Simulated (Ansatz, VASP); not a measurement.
One calculation of NaCl, two programs

```
CELL_PARAMETERS angstrom
0.00000 2.84817 2.84817
2.84817 0.00000 2.84817
2.84817 2.84817 0.00000
ATOMIC_POSITIONS crystal
Na 0.50000 0.50000 0.50000
Cl 0.00000 0.00000 0.00000
```

Alike in both runs: functional PBE; k mesh 8 × 8 × 8; no spin polarisation.

Ansatz relaxed the structure, and its values are those at the end. VASP's run is a single point on that final structure, the one shown.

|  | VASP | Ansatz |
| --- | --- | --- |
| version | VASP 6.6.1 | Ansatz 0.2.0 |
| potentials or method | VASP PAW PBE potentials, release 64 (Na_pv, Cl), cutoff 520 eV | scalar-relativistic, plane waves, PAW |
| occupations | gaussian, width 0.01 eV | fixed |
| valence electrons in the cell | 14 | 16 |

```tsv
	VASP	Ansatz	Ansatz less VASP
gap on the k mesh at the Fermi level (eV)	4.99	4.99	0.000
least direct gap on the mesh (eV)	4.99	4.99	0.000
pressure (GPa)	0.0	0.0	+0.03
```

VASP's potentials hold 14 valence electrons a cell and Ansatz's 16, so a difference there can come from the potentials and not from the codes.
